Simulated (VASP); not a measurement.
Write the native input for VASP 6.6.1 that does the following.

| Quantity | Value |
| --- | --- |
| Task | electric field gradients |
| Functional | PBE |
| Potentials or basis | VASP PAW PBE potentials, release 64 (B, Bi_d) |
| Cutoff | 520 eV |
| k mesh | 11 × 11 × 11 |
| Occupations | fermi-dirac, width 0.05 eV |
| Spin | no spin polarisation |
| Dipole correction | no |
| Further INCAR settings | ALGO = Normal; EDIFF = 1e-08; NBANDS = 16 |

The structure of BiB (zincblende type) lies in POSCAR:

```
BiB
1.0
    0.0000000000      2.7060845185      2.7060845185
    2.7060845185      0.0000000000      2.7060845185
    2.7060845185      2.7060845185      0.0000000000
B Bi
1 1
Direct
    0.0000000000      0.0000000000      0.0000000000
    0.2500000000      0.2500000000      0.2500000000
```

This cell differs from its parent crystal: volume scaled by 0.9405.

These files were run (other wordings do the same):

INCAR

```
SYSTEM = BiB
PREC     = Accurate       ! precision mode
ENCUT    = 520            ! plane-wave cutoff, eV
EDIFF    = 1E-8           ! SCF threshold, eV
ISMEAR   = -1             ! smearing method
SIGMA    = 0.05           ! smearing width, eV
LREAL    = .FALSE.        ! projectors in reciprocal space
LASPH    = .TRUE.         ! aspherical terms in the spheres
NELM     = 80             ! most SCF steps
ALGO     = Normal         ! electronic algorithm
ISIF     = 2              ! what is computed and relaxed
LWAVE    = .FALSE.        ! write WAVECAR
LCHARG   = .FALSE.        ! write CHGCAR
GGA      = PE             ! functional
LEFG     = .TRUE.       
NBANDS   = 16             ! bands
```

KPOINTS

```
Automatic mesh
0
G
  11 11 11
  0 0 0
```

Potentials or basis: VASP PAW PBE potentials, release 64 (B, Bi_d).

The run is started by

```console
$ cat potpaw_PBE.64/B/POTCAR potpaw_PBE.64/Bi_d/POTCAR > POTCAR
$ mpirun -np 1 vasp_std > vasp.out
```

Results of the run:

* Pressure: 5.0 GPa
* Band gap on the k mesh: 0.58 eV, indirect (least direct gap 0.60 eV)

Caveat: without QUAD_EFG the Cq values of the log hold for a quadrupole moment of 1 mb, not for the nuclei; spin-orbit coupling is left out, which moves the levels of the heavy elements.

It used 64 s of CPU time on 1 thread of AMD EPYC 7R13 Processor (Zen 3), with other jobs on the host.
